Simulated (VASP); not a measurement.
Write the native input for VASP 6.6.1 that does the following.

```yaml
Task: single point
Functional: PBE
Potentials_or_basis: VASP PAW PBE potentials, release 64 (Ti_sv, B)
Cutoff: 520 eV
k_mesh: 5 × 5 × 5
Occupations: fermi-dirac, width 0.1 eV
Spin: no spin polarisation
Dipole_correction: no
Further_INCAR_settings: ALGO = Normal; EDIFF = 1e-06; NBANDS = 36
```

The structure of Ti2B lies in POSCAR:

```
Ti2B
1.0
   -2.8290690000      2.8290690000      2.3682650000
    2.8290690000     -2.8290690000      2.3682650000
    2.8290690000      2.8290690000     -2.3682650000
Ti B
4 2
Direct
    0.6644000000      0.1644000000      0.8288000000
    0.3356000000      0.8356000000      0.1712000000
    0.8356000000      0.6644000000      0.5000000000
    0.1644000000      0.3356000000      0.5000000000
    0.7500000000      0.7500000000      0.0000000000
    0.2500000000      0.2500000000      0.0000000000
```

These files were run (other wordings do the same):

INCAR

```
SYSTEM = Ti2B
ALGO = Normal ; EDIFF = 1E-6
ENCUT = 520 ; GGA = PE
ISIF = 2 ; ISMEAR = -1
LASPH = .TRUE. ; LCHARG = .TRUE.
LELF = .TRUE. ; LREAL = .FALSE.
LVHAR = .TRUE. ; LWAVE = .FALSE.
NBANDS = 36 ; NELM = 100
PREC = Accurate ; SIGMA = 0.1
```

KPOINTS

```
k-points
0
G
  5 5 5
  0 0 0
```

Potentials or basis: VASP PAW PBE potentials, release 64 (Ti_sv, B).

Run with:

```sh
$ cat potpaw_PBE.64/Ti_sv/POTCAR potpaw_PBE.64/B/POTCAR > POTCAR
$ mpirun -np 1 vasp_std > vasp.out
```

Results of the run:

```
Pressure               : 0.8 GPa
Largest force          : 0.118 eV/Å
Band gap on the k mesh : zero (band 27 reaches 8.89 eV, above the bottom of band 28 at 8.18 eV)
```

It took 29 s on 1 thread of Intel(R) Xeon(R) 6975P-C (Granite Rapids), on a shared host, peak memory 0.21 GiB.
